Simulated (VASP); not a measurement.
Input of a VASP 6.6.1 run:

Contents of INCAR:

```
PREC = Accurate
ENCUT = 520
EDIFF = 1E-7
ISMEAR = -1
SIGMA = 0.02
LREAL = False
LASPH = True
NELM = 100
ALGO = Normal
ISIF = 2
LWAVE = False
LCHARG = False
GGA = PE
NBANDS = 28
```

Contents of KPOINTS:

```
regular mesh
0
Gamma
  6 6 6
```

File POSCAR:

```
BaZrO3
1.0
    4.2272580619      0.0000000000      0.0000000000
    0.0000000000      4.2272580619      0.0000000000
    0.0000000000      0.0000000000      4.2272580619
Ba Zr O
1 1 3
Direct
    0.0000000000      0.0000000000      0.0000000000
    0.5000000000      0.5000000000      0.5000000000
    0.5000000000      0.5000000000      0.0000000000
    0.5000000000      0.0000000000      0.5000000000
    0.0000000000      0.5000000000      0.5000000000
```

Potentials or basis: VASP PAW PBE potentials, release 64 (Ba_sv, Zr_sv, O).

Command:

```console
$ cat potpaw_PBE.64/Ba_sv/POTCAR potpaw_PBE.64/Zr_sv/POTCAR potpaw_PBE.64/O/POTCAR > POTCAR
$ mpirun -np 1 vasp_std > vasp.out
```

(1) Predict the pressure.

(2) Estimate the band gap on the k mesh.

Answers

(1) 0.9 GPa.

(2) 3.13 eV, indirect (least direct gap 3.38 eV).

Caveat: spin-orbit coupling is left out, which moves the levels of the heavy elements.
